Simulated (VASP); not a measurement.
A run of VASP 6.6.1 is set up as follows.

Contents of POSCAR:

```
Cs
1.0
   -3.1284650614      3.1284650614      3.1284650614
    3.1284650614     -3.1284650614      3.1284650614
    3.1284650614      3.1284650614     -3.1284650614
Cs
1
Direct
    0.0000000000      0.0000000000      0.0000000000
```

Contents of INCAR.step1:

```
SYSTEM = Cs
PREC = Accurate ; ENCUT = 520
ISMEAR = 1 ; SIGMA = 0.1
LREAL = .FALSE. ; LASPH = .TRUE.
NELM = 150 ; LNONCOLLINEAR = .TRUE.
MAGMOM = 0 0 0 ; LSORBIT = .TRUE.
GGA_COMPAT = .FALSE. ; NBANDS = 20
GGA = PE ; ALGO = Normal
EDIFF = 1E-4 ; LWAVE = .TRUE.
LCHARG = .FALSE.
```

File INCAR.step2:

```
SYSTEM = Cs
PREC = Accurate ; ENCUT = 520
EDIFF = 1E-7 ; ISMEAR = 1
SIGMA = 0.1 ; LREAL = .FALSE.
LASPH = .TRUE. ; NELM = 150
ALGO = Normal ; ISIF = 2
LWAVE = .FALSE. ; LCHARG = .FALSE.
LNONCOLLINEAR = .TRUE. ; MAGMOM = 0 0 0
LORBIT = 11 ; LSORBIT = .TRUE.
GGA_COMPAT = .FALSE. ; LORBMOM = .TRUE.
METAGGA = R2SCAN ; LMIXTAU = .TRUE.
NBANDS = 20 ; ISTART = 1
```

File KPOINTS:

```
regular mesh
0
G
  6 6 6
  0 0 0
```

Potentials or basis: VASP PAW PBE potentials, release 64 (Cs_sv).

Run with:

```bash
$ cat potpaw_PBE.64/Cs_sv/POTCAR > POTCAR
$ cp INCAR.step1 INCAR
$ mpirun -np 1 vasp_ncl > vasp.out
$ cp INCAR.step2 INCAR
$ mpirun -np 1 vasp_ncl > vasp.out
```

**Question.** What does it give for the net moment?

**Answer.** 0.00 μB per cell.

**Question.** What does it give for the pressure?

**Answer.** 0.0 GPa.

Moments on the atoms (μB; x, y, z):
```
Cs  0.00 0.00 0.00
```

Caveat: the PAW data sets were made with another functional, which shifts forces and pressure a little.
